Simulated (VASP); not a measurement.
# Li (Fd-3m) in VASP: notebook

Li is run at these levels: r2SCAN; tasks: single point.

Everything below comes from runs of VASP 6.6.1. Logs are shortened: lines on timing, memory, paths and dates and some standing lists are left out, and cuts for length are marked.

### 1 The cell of the first run

It takes space group Fd-3m (No. 227, cubic). The conventional cell has a = 6.026 Å, b = 6.026 Å, c = 6.026 Å, α = 90.00°, β = 90.00°, γ = 90.00°. Within 3.4 Å of Li (site symmetry -43m) lie 4 Li at 2.61 Å.

This isn't the form of Li at room conditions, which is bcc.

### 2 Single point, r2SCAN

POSCAR

```
Li
1.0
    0.0000000000      3.0129126519      3.0129126519
    3.0129126519      0.0000000000      3.0129126519
    3.0129126519      3.0129126519      0.0000000000
Li
2
Direct
    1.0000000000      1.0000000000      1.0000000000
    0.2500000000      0.2500000000      0.2500000000
```

INCAR.step1

```
SYSTEM = Li
PREC = Accurate
ENCUT = 830
ISMEAR = 0
SIGMA = 0.1
LREAL = .FALSE.
LASPH = .TRUE.
NELM = 120
NBANDS = 10
GGA = PE
ALGO = Normal
EDIFF = 1E-5
LWAVE = .TRUE.
LCHARG = .FALSE.
GGA_COMPAT = .FALSE.
```

INCAR.step2

```
SYSTEM = Li
PREC = Accurate
ENCUT = 830
EDIFF = 1E-6
ISMEAR = 0
SIGMA = 0.1
LREAL = .FALSE.
LASPH = .TRUE.
NELM = 120
ALGO = Normal
ISIF = 2
LWAVE = .FALSE.
LCHARG = .FALSE.
METAGGA = R2SCAN
LMIXTAU = .TRUE.
NBANDS = 10
ISTART = 1
GGA_COMPAT = .FALSE.
```

KPOINTS

```
regular mesh
0
G
  5 5 5
  0 0 0
```

Potentials or basis: VASP PAW PBE potentials, release 64 (Li_sv).

The run is started by

```bash
$ cat potpaw_PBE.64/Li_sv/POTCAR > POTCAR
$ cp INCAR.step1 INCAR
$ mpirun -np 1 vasp_std > vasp.out
$ cp INCAR.step2 INCAR
$ mpirun -np 1 vasp_std > vasp.out
```

OUTCAR:

```text
SYSTEM = Li
   PREC = Accurate
   ENCUT = 830
   EDIFF = 1E-6
   ISMEAR = 0
   LREAL = .FALSE.
   LASPH = .TRUE.
   NELM = 120
   ISIF = 2
   METAGGA = R2SCAN
   ISTART = 1

 ion  position               nearest neighbor table
   1  0.000  0.000  0.000-
   2  0.250  0.250  0.250-

  LATTYP: Found a face centered cubic cell.
 ALAT       =     6.0258253038

  Lattice vectors:

 A1 = (   0.0000000000,   3.0129126519,   3.0129126519)
 A2 = (   3.0129126519,   0.0000000000,   3.0129126519)
 A3 = (   3.0129126519,   3.0129126519,   0.0000000000)

Analysis of symmetry for initial positions (statically):
=====================================================================
 Subroutine PRICEL returns:
 Original cell was already a primitive cell.

 Routine SETGRP: Setting up the symmetry group for a
 face centered cubic supercell.

 Subroutine GETGRP returns: Found 48 space group operations
 (whereof 24 operations were pure point group operations)
 out of a pool of 48 trial point group operations.

The static configuration has the point symmetry T_d .
 The point group associated with its full space group is O_h .

Analysis of symmetry for dynamics (positions and initial velocities):
=====================================================================
 Subroutine PRICEL returns:
 Original cell was already a primitive cell.

 Routine SETGRP: Setting up the symmetry group for a
 face centered cubic supercell.

 Subroutine GETGRP returns: Found 48 space group operations
 (whereof 24 operations were pure point group operations)
 out of a pool of 48 trial point group operations.

The dynamic configuration has the point symmetry T_d .
 The point group associated with its full space group is O_h .

 Subroutine INISYM returns: Found 48 space group operations
 (whereof 24 operations are pure point group operations),
 and found     1 'primitive' translations

----------------------------------------------------------------------------------------

                                     Primitive cell

  volume of cell :      54.7003

  direct lattice vectors                    reciprocal lattice vectors
     0.000000000  3.012912652  3.012912652    -0.165952372  0.165952372  0.165952372
     3.012912652  0.000000000  3.012912652     0.165952372 -0.165952372  0.165952372
     3.012912652  3.012912652  0.000000000     0.165952372  0.165952372 -0.165952372

  length of vectors
     4.260901935  4.260901935  4.260901935     0.287437939  0.287437939  0.287437939

  position of ions in fractional coordinates (direct lattice)
     0.000000000  0.000000000  0.000000000
     0.250000000  0.250000000  0.250000000

  ion indices of the primitive-cell ions
   primitive index   ion index
                 1           1
                 2           2

----------------------------------------------------------------------------------------

 KPOINTS: regular mesh

Automatic generation of k-mesh.
 Grid dimensions read from file:
 generate k-points for:    5    5    5

 Generating k-lattice:

  Cartesian coordinates                     Fractional coordinates (reciprocal lattice)
    -0.033190474  0.033190474  0.033190474     0.200000000  0.000000000  0.000000000
     0.033190474 -0.033190474  0.033190474     0.000000000  0.200000000  0.000000000
     0.033190474  0.033190474 -0.033190474     0.000000000  0.000000000  0.200000000

  Length of vectors
     0.057487588  0.057487588  0.057487588

  Shift w.r.t. Gamma in fractional coordinates (k-lattice)
     0.000000000  0.000000000  0.000000000

 Subroutine IBZKPT returns following result:
 ===========================================

 Found     10 irreducible k-points:

 Following reciprocal coordinates:
            Coordinates               Weight
  0.000000  0.000000  0.000000      1.000000
  0.200000  0.000000  0.000000      8.000000
  0.400000  0.000000  0.000000      8.000000
  0.200000  0.200000  0.000000      6.000000
  0.400000  0.200000  0.000000     24.000000
 -0.400000  0.200000  0.000000     24.000000
 -0.200000  0.200000  0.000000     12.000000
  0.400000  0.400000  0.000000      6.000000
 -0.400000  0.400000  0.000000     12.000000
 -0.400000  0.400000  0.200000     24.000000
   k-points           NKPTS =     10   k-points in BZ     NKDIM =     10   number of bands    NBANDS=     10
   number of dos      NEDOS =    301   number of ions     NIONS =      2
   total plane-waves  NPLWV =  64000
   dimension x,y,z NGX =    40 NGY =   40 NGZ =   40
   dimension x,y,z NGXF=    80 NGYF=   80 NGZF=   80
   ions per type =               2
   NGX,Y,Z   is equivalent  to a cutoff of  15.61, 15.61, 15.61 a.u.
   NGXF,Y,Z  is equivalent  to a cutoff of  31.21, 31.21, 31.21 a.u.
 SYSTEM =  Li
   PREC   = accura    normal or accurate (medium, high low for compatibility)
   ISTART =      1    job   : 0-new  1-cont  2-samecut
   ICHARG =      0    charge: 1-file 2-atom 10-const
   ISPIN  =      1    spin polarized calculation?
   LNONCOLLINEAR =      F non collinear calculations
   LSORBIT =      F    spin-orbit coupling
   LASPH  =      T    aspherical Exc in radial PAW
   ENCUT  =  830.0 eV  61.00 Ry    7.81 a.u.  10.01 10.01 10.01*2*pi/ulx,y,z
   NELM   =    120;   NELMIN=  2; NELMDL=  0     # of ELM steps
   EDIFF  = 0.1E-05   stopping-criterion for ELM
   LREAL  =      F    real-space projection
   EDIFFG = 0.1E-04   stopping-criterion for IOM
   NSW    =      0    number of steps for IOM
   IBRION =     -1    ionic relax: 0-MD 1-quasi-New 2-CG
   NFREE  =      0    steps in history (QN), initial steepest desc. (CG)
   ISIF   =      2    stress and relaxation
   ISYM   =      2    0-nonsym 1-usesym 2-fastsym
   POTIM  = 0.5000    time-step for ionic-motion
   TEBEG  =    0.0;   TEEND  =   0.0 temperature during run
   PSTRESS=    0.0 pullay stress
   NELECT =       6.0000    total number of electrons
   NUPDOWN=      -1.0000    fix difference up-down
   EMIN   =  10.00;   EMAX   =-10.00  energy-range for DOS
   EFERMI =   0.00;   METHOD = LEGACY
   ISMEAR =     0;   SIGMA  =   0.10  broadening in eV -4-tet -1-fermi 0-gaus
   EFERMI_NEDOS =   21; number of points for ismear=-14 and -15
   IALGO  =     38    algorithm
   IMIX   =      4    mixing-type and parameters
     AMIX     =   0.40;   BMIX     =  1.00
     AMIX_MAG =   1.60;   BMIX_MAG =  1.00
  volume/ion in A,a.u.               =      27.35       184.57
  Fermi-wavevector in a.u.,A,eV,Ry     =   0.783662  1.480906  8.355690  0.614126
  Thomas-Fermi vector in A             =   1.887636
   LORBIT       =      0    0 simple, 1 ext, 2 COOP (PROOUT), +10 PAW based schemes
   METAGGA = R2SCAN    functional components
   LHFCALC =     F    Hartree Fock is set to
   AEXX    =    0.0000 exact exchange contribution
   IVDW    =     0    specifies the selected vdW correction
   LEPSILON=     F    determine dielectric tensor
   LRPA    =     F    only Hartree local field effects (RPA)
 non-spin polarized calculation
 Gauss-broadening in eV      SIGMA  =   0.10
  energy-cutoff  :      830.00
  volume of cell :       54.70
 maximum number of plane-waves:      2992
   NGX = 21   NGY = 21   NGZ = 21

 number of electron       6.0000003 magnetization

 Free energy of the ion-electron system (eV)
  ---------------------------------------------------
  ext. energy  EPLUGINS =         0.00000000
  ---------------------------------------------------
  free energy    TOTEN  =        -3.69193475 eV

  energy without entropy =       -3.67976224  energy(sigma->0) =       -3.68584849

 E-fermi :   0.1821     XC(G=0):  -6.7100

 val. band max:       -0.6429222077   @ k =  -0.4000   0.4000   0.2000
 cond. band min:       0.1863950433   @ k =  -0.4000   0.2000   0.0000
 fundamental gap:      0.8293172510
 Fermi energy:         0.1821324289

 k-point     1 :       0.0000    0.0000    0.0000
  band No.  band energies     occupation
      1     -49.3990      2.00000
      2     -49.3370      2.00000
      3      -3.4976      2.00000
      4       6.0493      0.00000
      5       6.0494      0.00000
      6       6.0494      0.00000
      7       7.1315      0.00000
      8       7.1315      0.00000
      9       7.1315      0.00000
     10      11.9331      0.00000

 k-point     2 :       0.2000    0.0000    0.0000
  band No.  band energies     occupation
      1     -49.3946      2.00000
      2     -49.3413      2.00000
      3      -3.0672      2.00000
      4       3.3441      0.00000
      5       5.2132      0.00000
      6       5.2132      0.00000
      7       8.0824      0.00000
      8       8.0824      0.00000
      9       9.0139      0.00000
     10      10.2698      0.00000

 k-point     3 :       0.4000    0.0000    0.0000
  band No.  band energies     occupation
      1     -49.3854      2.00000
      2     -49.3503      2.00000
      3      -1.8190      2.00000
      4       0.5306      0.00000
      5       4.6848      0.00000
      6       4.6849      0.00000
      7       7.5285      0.00000
      8       7.5285      0.00000
      9       9.3514      0.00000
     10      10.0197      0.00000

 k-point     4 :       0.2000    0.2000    0.0000
  band No.  band energies     occupation
      1     -49.3930      2.00000
      2     -49.3429      2.00000
      3      -2.9193      2.00000
      4       3.9843      0.00000
      5       3.9843      0.00000
      6       5.0394      0.00000
      7       6.6888      0.00000
      8       7.4870      0.00000
      9       9.9507      0.00000
     10       9.9507      0.00000
[... 40 lines left out ...]
 k-point     8 :       0.4000    0.4000    0.0000
  band No.  band energies     occupation
      1     -49.3774      2.00000
      2     -49.3582      2.00000
      3      -1.1620      2.00000
      4       1.7703      0.00000
      5       2.6720      0.00000
      6       2.6720      0.00000
      7       5.9688      0.00000
      8       6.0624      0.00000
      9      13.1313      0.00000
     10      13.1313      0.00000

 k-point     9 :      -0.4000    0.4000    0.0000
  band No.  band energies     occupation
      1     -49.3707      2.00000
      2     -49.3648      2.00000
      3       0.2999      0.09596
      4       0.4468      0.00018
      5       1.1974      0.00000
      6       2.8202      0.00000
      7       6.0821      0.00000
      8       7.8813      0.00000
      9      12.4374      0.00000
     10      13.3772      0.00000

 k-point    10 :      -0.4000    0.4000    0.2000
  band No.  band energies     occupation
      1     -49.3755      2.00000
      2     -49.3601      2.00000
      3      -0.6429      2.00000
      4       1.4699      0.00000
      5       1.5663      0.00000
      6       2.2645      0.00000
      7       7.5844      0.00000
      8       8.2131      0.00000
      9      10.3310      0.00000
     10      12.3402      0.00000

------------------------ aborting loop because EDIFF is reached ----------------------------------------

  FORCE on cell =-STRESS in cart. coord.  units (eV):
  Direction    XX          YY          ZZ          XY          YZ          ZX
  --------------------------------------------------------------------------------------
  -------------------------------------------------------------------------------------
  Total       -0.0650874     -0.0650874     -0.0650874      0.0000000      0.0000000     -0.0000000
  in kB       -1.9064174     -1.9064174     -1.9064174      0.0000000      0.0000000     -0.0000000
  external PRESSURE =      -1.9064174 kB  Pullay stress =       0.0000000 kB

 VOLUME and BASIS-vectors are now :
 -----------------------------------------------------------------------------
  energy-cutoff  :      830.00
  volume of cell :       54.70
      direct lattice vectors                 reciprocal lattice vectors
     0.000000000  3.012912652  3.012912652    -0.165952372  0.165952372  0.165952372
     3.012912652  0.000000000  3.012912652     0.165952372 -0.165952372  0.165952372
     3.012912652  3.012912652  0.000000000     0.165952372  0.165952372 -0.165952372

 POSITION                                       TOTAL-FORCE (eV/Angst)
 -----------------------------------------------------------------------------------
      0.00000      0.00000      0.00000         0.000000      0.000000      0.000000
      1.50646      1.50646      1.50646        -0.000000     -0.000000     -0.000000
 -----------------------------------------------------------------------------------
    total drift:                               -0.000000     -0.000000      0.000000

  FREE ENERGIE OF THE ION-ELECTRON SYSTEM (eV)
  ---------------------------------------------------
  free  energy   TOTEN  =        -3.6919347482 eV

  energy  without entropy=       -3.6797622417  energy(sigma->0) =       -3.68584849
```

It took 2.1 min on 1 thread of Intel Xeon 8259CL, shared host; peak memory 0.25 GiB.

What came out:

- Free energy: -3.6919 eV
- Pressure: -0.2 GPa
- Band gap on the k mesh: zero (bands 3 and 4 overlap by 0.11 eV)

Caveat: the k points lie up to 0.36 Å⁻¹ apart; the PAW data sets were made with another functional, which shifts forces and pressure a little.

### 3 Single point, r2SCAN

This run uses another cell than the first one, of 26.94 Å³/atom.

POSCAR

```
Li
1.0
    0.0000000000      2.9977721318      2.9977721318
    2.9977721318      0.0000000000      2.9977721318
    2.9977721318      2.9977721318      0.0000000000
Li
2
Direct
    1.0000000000      1.0000000000      1.0000000000
    0.2500000000      0.2500000000      0.2500000000
```

INCAR.step1

```
SYSTEM = Li
PREC = Accurate ; ENCUT = 830
ISMEAR = 0 ; SIGMA = 0.1
LREAL = .FALSE. ; LASPH = .TRUE.
NELM = 120 ; NBANDS = 10
GGA = PE ; ALGO = Normal
EDIFF = 1E-5 ; LWAVE = .TRUE.
LCHARG = .FALSE. ; GGA_COMPAT = .FALSE.
```

INCAR.step2

```
SYSTEM = Li
PREC = Accurate ; ENCUT = 830
EDIFF = 1E-6 ; ISMEAR = 0
SIGMA = 0.1 ; LREAL = .FALSE.
LASPH = .TRUE. ; NELM = 120
ALGO = Normal ; ISIF = 2
LWAVE = .FALSE. ; LCHARG = .FALSE.
METAGGA = R2SCAN ; LMIXTAU = .TRUE.
NBANDS = 10 ; ISTART = 1
GGA_COMPAT = .FALSE.
```

KPOINTS

```
Automatic mesh
0
G
  5 5 5
  0 0 0
```

Potentials or basis: VASP PAW PBE potentials, release 64 (Li_sv).

The run is started by

```bash
$ cat potpaw_PBE.64/Li_sv/POTCAR > POTCAR
$ cp INCAR.step1 INCAR
$ mpirun -np 1 vasp_std > vasp.out
$ cp INCAR.step2 INCAR
$ mpirun -np 1 vasp_std > vasp.out
```

Run time: 3.5 min. Hardware: 1 thread of Intel Xeon 8259CL, shared host; peak memory 0.25 GiB.

It converged, with:

```yaml
Free_energy: -3.6927 eV
Pressure: -0.2 GPa
Band_gap_on_the_k_mesh: zero (bands 3 and 4 overlap by 0.10 eV)
```

Levels at points of the mesh, in eV from the Fermi level:
| k point | band 1 | band 2 | band 3 | band 4 | band 5 | band 6 | band 7 | band 8 |
| --- | --- | --- | --- | --- | --- | --- | --- | --- |
| (0.00, 0.00, 0.00) | -49.59 | -49.52 | -3.71 | 5.91 | 5.91 | 5.91 | 7.00 | 7.00 |

Caveat: the k points lie up to 0.36 Å⁻¹ apart; the PAW data sets were made with another functional, which shifts forces and pressure a little.

The gap in the log of VASP goes by the Fermi energy; the results here count the filled bands.